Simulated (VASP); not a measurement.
# KF (Pm-3m) in VASP: a series of runs

Runs on KF. Level: PBE. Tasks: single point.

All numbers are computed with VASP 6.6.1; they aren't measurements. Logs are shortened: lines on timing, memory, paths and dates and some standing lists are left out, and cuts for length are marked.

### Step 1. The cell of the first run

Symmetry: Pm-3m, No. 221, cubic system. Conventional cell: a = 3.259 Å, b = 3.259 Å, c = 3.259 Å, α = 90.00°, β = 90.00°, γ = 90.00°. K (site symmetry m-3m) has 8 F at 2.82 Å and 6 K at 3.26 Å within 3.7 Å. Within 3.7 Å of F (site symmetry m-3m) lie 8 K at 2.82 Å and 6 F at 3.26 Å.

### Step 2. Single point, PBE

INCAR

```
PREC = Accurate
ENCUT = 520
EDIFF = 1E-6
ISMEAR = 0
SIGMA = 0.01
LREAL = False
LASPH = True
NELM = 80
ALGO = Normal
ISIF = 2
LWAVE = False
LCHARG = True
GGA = PE
LELF = True
LVHAR = True
NBANDS = 15
```

KPOINTS

```
regular mesh
0
Gamma
  6 6 6
```

POSCAR

```
KF
1.0
    3.2587185843      0.0000000000      0.0000000000
    0.0000000000      3.2587185843      0.0000000000
    0.0000000000      0.0000000000      3.2587185843
K F
1 1
Direct
    0.0000000000      0.0000000000      0.0000000000
    0.5000000000      0.5000000000      0.5000000000
```

Potentials or basis: VASP PAW PBE potentials, release 64 (K_sv, F).

On the command line:

```bash
cat potpaw_PBE.64/K_sv/POTCAR potpaw_PBE.64/F/POTCAR > POTCAR
mpirun -np 1 vasp_std > vasp.out
```

OUTCAR:

```text
PREC = Accurate
   ENCUT = 520
   EDIFF = 1E-6
   ISMEAR = 0
   LREAL = False
   LASPH = True
   NELM = 80
   ISIF = 2
   GGA = PE

 ion  position               nearest neighbor table
   1  0.000  0.000  0.000-   2 2.82   2 2.82   2 2.82   2 2.82   2 2.82   2 2.82   2 2.82   2 2.82

   2  0.500  0.500  0.500-   1 2.82   1 2.82   1 2.82   1 2.82   1 2.82   1 2.82   1 2.82   1 2.82

  LATTYP: Found a simple cubic cell.
 ALAT       =     3.2587185843

  Lattice vectors:

 A1 = (   3.2587185843,   0.0000000000,   0.0000000000)
 A2 = (   0.0000000000,   3.2587185843,   0.0000000000)
 A3 = (   0.0000000000,   0.0000000000,   3.2587185843)

Analysis of symmetry for initial positions (statically):
=====================================================================
 Subroutine PRICEL returns:
 Original cell was already a primitive cell.

 Routine SETGRP: Setting up the symmetry group for a
 simple cubic supercell.

 Subroutine GETGRP returns: Found 48 space group operations
[... 9 lines left out ...]

 Routine SETGRP: Setting up the symmetry group for a
 simple cubic supercell.

 Subroutine GETGRP returns: Found 48 space group operations
[... 11 lines left out ...]
                                     Primitive cell

  volume of cell :      34.6051

  direct lattice vectors                    reciprocal lattice vectors
     3.258718584  0.000000000  0.000000000     0.306869088  0.000000000  0.000000000
     0.000000000  3.258718584  0.000000000     0.000000000  0.306869088  0.000000000
     0.000000000  0.000000000  3.258718584     0.000000000  0.000000000  0.306869088

  length of vectors
     3.258718584  3.258718584  3.258718584     0.306869088  0.306869088  0.306869088

  position of ions in fractional coordinates (direct lattice)
     0.000000000  0.000000000  0.000000000
     0.500000000  0.500000000  0.500000000

  ion indices of the primitive-cell ions
   primitive index   ion index
                 1           1
                 2           2

----------------------------------------------------------------------------------------

 KPOINTS: regular mesh

Automatic generation of k-mesh.
 Grid dimensions read from file:
 generate k-points for:    6    6    6

 Generating k-lattice:

  Cartesian coordinates                     Fractional coordinates (reciprocal lattice)
     0.051144848  0.000000000  0.000000000     0.166666667  0.000000000  0.000000000
     0.000000000  0.051144848  0.000000000     0.000000000  0.166666667  0.000000000
     0.000000000  0.000000000  0.051144848     0.000000000  0.000000000  0.166666667

  Length of vectors
[... 59 lines left out ...]
   TEBEG  =    0.0;   TEEND  =   0.0 temperature during run
   PSTRESS=    0.0 pullay stress
   NELECT =      16.0000    total number of electrons
   NUPDOWN=      -1.0000    fix difference up-down
   EMIN   =  10.00;   EMAX   =-10.00  energy-range for DOS
   EFERMI =   0.00;   METHOD = LEGACY
   ISMEAR =     0;   SIGMA  =   0.01  broadening in eV -4-tet -1-fermi 0-gaus
   EFERMI_NEDOS =   21; number of points for ismear=-14 and -15
   IALGO  =     38    algorithm
   IMIX   =      4    mixing-type and parameters
     AMIX     =   0.40;   BMIX     =  1.00
     AMIX_MAG =   1.60;   BMIX_MAG =  1.00
  volume/ion in A,a.u.               =      17.30       116.76
  Fermi-wavevector in a.u.,A,eV,Ry     =   1.265906  2.392215 21.803565  1.602517
  Thomas-Fermi vector in A             =   2.399134
   LORBIT       =      0    0 simple, 1 ext, 2 COOP (PROOUT), +10 PAW based schemes
   GGA     = PE    functional components
   LHFCALC =     F    Hartree Fock is set to
   AEXX    =    0.0000 exact exchange contribution
   IVDW    =     0    specifies the selected vdW correction
   LEPSILON=     F    determine dielectric tensor
   LRPA    =     F    only Hartree local field effects (RPA)
 non-spin polarized calculation
 Gauss-broadening in eV      SIGMA  =   0.01
  energy-cutoff  :      520.00
  volume of cell :       34.61
 maximum number of plane-waves:       952
   NGX = 13   NGY = 13   NGZ = 13

 number of electron      15.9999992 magnetization

 Free energy of the ion-electron system (eV)
  ---------------------------------------------------
  ext. energy  EPLUGINS =         0.00000000
  ---------------------------------------------------
  free energy    TOTEN  =        -8.09353897 eV

  energy without entropy =       -8.09353897  energy(sigma->0) =       -8.09353897

 E-fermi :  -1.8856     XC(G=0):  -9.0253

 val. band max:       -2.0349299806   @ k =   0.5000   0.5000   0.0000
 cond. band min:       4.2226457402   @ k =   0.0000   0.0000   0.0000
 fundamental gap:      6.2575757208
 Fermi energy:        -1.8855739787

 k-point     1 :       0.0000    0.0000    0.0000
  band No.  band energies     occupation
      1     -29.0563      2.00000
      2     -20.9347      2.00000
      3     -12.0876      2.00000
      4     -12.0876      2.00000
      5     -12.0876      2.00000
      6      -2.0872      2.00000
      7      -2.0872      2.00000
      8      -2.0872      2.00000
      9       4.2226      0.00000
     10       6.2542      0.00000
     11       6.2542      0.00000
     12      11.7816      0.00000
     13      11.7816      0.00000
     14      11.7816      0.00000
[... 329 lines left out ...]
      2     -20.7687      2.00000
      3     -12.6614      2.00000
      4     -12.6614      2.00000
      5     -12.6614      2.00000
      6      -3.0654      2.00000
      7      -3.0654      2.00000
      8      -3.0654      2.00000
      9       8.3924      0.00000
     10       8.3924      0.00000
     11       8.3924      0.00000
     12      13.1663      0.00000
     13      13.1663      0.00000
     14      13.1663      0.00000
     15      13.4673      0.00000

------------------------ aborting loop because EDIFF is reached ----------------------------------------

  FORCE on cell =-STRESS in cart. coord.  units (eV):
  Direction    XX          YY          ZZ          XY          YZ          ZX
  --------------------------------------------------------------------------------------
  -------------------------------------------------------------------------------------
  Total        0.0000698      0.0000698      0.0000698     -0.0000000      0.0000000     -0.0000000
  in kB        0.0032299      0.0032299      0.0032299     -0.0000000      0.0000000     -0.0000000
  external PRESSURE =       0.0032299 kB  Pullay stress =       0.0000000 kB

 VOLUME and BASIS-vectors are now :
 -----------------------------------------------------------------------------
  energy-cutoff  :      520.00
  volume of cell :       34.61
      direct lattice vectors                 reciprocal lattice vectors
     3.258718584  0.000000000  0.000000000     0.306869088  0.000000000  0.000000000
     0.000000000  3.258718584  0.000000000     0.000000000  0.306869088  0.000000000
     0.000000000  0.000000000  3.258718584     0.000000000  0.000000000  0.306869088

 POSITION                                       TOTAL-FORCE (eV/Angst)
 -----------------------------------------------------------------------------------
      0.00000      0.00000      0.00000         0.000000      0.000000      0.000000
      1.62936      1.62936      1.62936         0.000000      0.000000      0.000000
 -----------------------------------------------------------------------------------
    total drift:                                0.000000      0.000000     -0.000000

  FREE ENERGIE OF THE ION-ELECTRON SYSTEM (eV)
  ---------------------------------------------------
  free  energy   TOTEN  =        -8.0935389675 eV

  energy  without entropy=       -8.0935389675  energy(sigma->0) =       -8.09353897
```

OSZICAR:

```text
N       E                     dE             d eps       ncg     rms          rms(c)
DAV:   1     0.110662448281E+03    0.11066E+03   -0.84044E+03   600   0.105E+03
DAV:   2    -0.489636137986E+01   -0.11556E+03   -0.10745E+03   797   0.290E+02
DAV:   3    -0.920949335660E+01   -0.43131E+01   -0.42993E+01   763   0.486E+01
DAV:   4    -0.931421238033E+01   -0.10472E+00   -0.10470E+00   868   0.700E+00
DAV:   5    -0.931572697820E+01   -0.15146E-02   -0.15146E-02   793   0.678E-01    0.596E+00
DAV:   6    -0.816460948269E+01    0.11511E+01   -0.28124E+00   649   0.134E+01    0.377E+00
DAV:   7    -0.811809294406E+01    0.46517E-01   -0.63485E-02   720   0.224E+00    0.199E+00
DAV:   8    -0.809260452005E+01    0.25488E-01   -0.42244E-02   698   0.213E+00    0.271E-01
DAV:   9    -0.809330293941E+01   -0.69842E-03   -0.26535E-03   745   0.508E-01    0.112E-01
DAV:  10    -0.809350879325E+01   -0.20585E-03   -0.36153E-04   717   0.187E-01    0.813E-02
DAV:  11    -0.809354259181E+01   -0.33799E-04   -0.46775E-05   720   0.735E-02    0.175E-02
DAV:  12    -0.809353911270E+01    0.34791E-05   -0.74457E-06   767   0.327E-02    0.311E-03
DAV:  13    -0.809353896753E+01    0.14516E-06   -0.73261E-07   518   0.868E-03
   1 F= -.80935390E+01 E0= -.80935390E+01  d E =-.103535-100
```

stdout:

```text
POSCAR found type information on POSCAR K F
 POSCAR found :  2 types and       2 ions
 scaLAPACK will be used
 LDA part: xc-table for (Slater+PW92), standard interpolation
 POSCAR, INCAR and KPOINTS ok, starting setup
 FFT: planning ... GRIDC
 FFT: planning ... GRID_SOFT
 FFT: planning ... GRID
 WAVECAR not read
 entering main loop
```

It took 4.7 s on 1 thread of Intel Xeon 6975P-C, shared host; peak memory 0.14 GiB.

What came out:

```
Free energy            : -8.0935 eV
Pressure               : 0.0 GPa
Band gap on the k mesh : 6.26 eV, indirect (least direct gap 6.31 eV)
```

Levels at points of the mesh, in eV from the valence-band top:
```tsv
k point	band 4	band 5	band 6	band 7	band 8	band 9	band 10	band 11	band 12	band 13
(0.00, 0.00, 0.00)	-10.05	-10.05	-0.05	-0.05	-0.05	6.26	8.29	8.29	13.82	13.82
(0.50, 0.00, 0.00)	-9.94	-9.94	-1.22	-0.16	-0.16	9.28	9.35	10.87	12.40	12.40
(0.50, 0.50, 0.00)	-10.82	-9.86	-0.62	-0.62	0.00	8.46	8.97	11.86	11.86	14.24
(0.50, 0.50, 0.50)	-10.63	-10.63	-1.03	-1.03	-1.03	10.43	10.43	10.43	15.20	15.20
```

### Step 3. Single point, PBE (volume changed by -6%)

INCAR

```
SYSTEM = KF
  PREC = Accurate
  ENCUT = 520
  EDIFF = 1E-6
  ISMEAR = 0
  SIGMA = 0.01
  LREAL = .FALSE.
  LASPH = .TRUE.
  NELM = 100
  ALGO = Normal
  ISIF = 2
  LWAVE = .FALSE.
  LCHARG = .TRUE.
  GGA = PE
  LELF = .TRUE.
  LVHAR = .TRUE.
  NBANDS = 15
```

KPOINTS

```
regular mesh
0
G
  6 6 6
  0 0 0
```

POSCAR

```
KF
1.0
    3.1921954573      0.0000000000      0.0000000000
    0.0000000000      3.1921954573      0.0000000000
    0.0000000000      0.0000000000      3.1921954573
K F
1 1
Direct
    0.0000000000      0.0000000000      0.0000000000
    0.5000000000      0.5000000000      0.5000000000
```

Potentials or basis: VASP PAW PBE potentials, release 64 (K_sv, F).

On the command line:

```bash
cat potpaw_PBE.64/K_sv/POTCAR potpaw_PBE.64/F/POTCAR > POTCAR
mpirun -np 1 vasp_std > vasp.out
```

Wall time 4.6 s (1 thread of Intel Xeon 6975P-C, shared host); peak memory 0.14 GiB.

The run converged. Its results:

| Property | Result |
| --- | --- |
| Free energy | -8.0758 eV |
| Pressure | 2.4 GPa |
| Band gap on the k mesh | 6.70 eV, indirect (least direct gap 6.74 eV) |

Levels at points of the mesh, in eV from the valence-band top:
| k point | band 6 | band 7 | band 8 | band 9 | band 10 | band 11 |
| --- | --- | --- | --- | --- | --- | --- |
| (0.00, 0.00, 0.00) | -0.04 | -0.04 | -0.04 | 6.70 | 8.36 | 8.36 |
| (0.50, 0.00, 0.00) | -1.31 | -0.18 | -0.18 | 9.41 | 9.77 | 11.49 |
| (0.50, 0.50, 0.00) | -0.63 | -0.63 | 0.00 | 8.63 | 9.20 | 12.12 |
| (0.50, 0.50, 0.50) | -1.14 | -1.14 | -1.14 | 10.72 | 10.72 | 10.72 |
